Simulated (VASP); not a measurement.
Input of a VASP 6.6.1 run:

INCAR

```
SYSTEM = PbO2
  PREC = Accurate
  ENCUT = 520
  EDIFF = 1E-6
  ISMEAR = 0
  SIGMA = 0.01
  LREAL = .False.
  LASPH = .True.
  NELM = 80
  ALGO = Normal
  ISIF = 2
  LWAVE = .False.
  LCHARG = .False.
  NBANDS = 35
```

Contents of KPOINTS:

```
regular mesh
0
Gamma
  8 8 10
  0 0 0
```

File POSCAR:

```
PbO2
1.0
    4.9345698160      0.0000000000      0.0000000000
    0.0000000000      4.9366452727      0.0000000000
    0.0000000000      0.0000000000      3.3893869458
Pb O
2 4
Direct
    0.5000000000      0.5000000000      0.5000000000
    0.0000000000      0.0000000000      0.0000000000
    0.3069575354      0.3078986892      0.0000000000
    0.8069575354      0.1921013108      0.5000000000
    0.1930424646      0.8078986892      0.5000000000
    0.6930424646      0.6921013108      0.0000000000
```

Potentials or basis: VASP PAW LDA potentials, release 64 (Pb_d, O).

Run with:

```bash
$ cat potpaw_LDA.64/Pb_d/POTCAR potpaw_LDA.64/O/POTCAR > POTCAR
$ mpirun -np 1 vasp_std > vasp.out
```

Problem. Estimate the band gap on the k mesh.

Solution. 0.01 eV (least direct gap 0.05 eV).

Problem. Predict the largest force.

Solution. 0.018 eV/Å.

Stress tensor (GPa, compression positive):
```
0.50 0.00 0.00
0.00 0.50 0.00
0.00 0.00 0.74
```

Caveat: spin-orbit coupling is left out, which moves the levels of the heavy elements. A k mesh can miss the band edges.
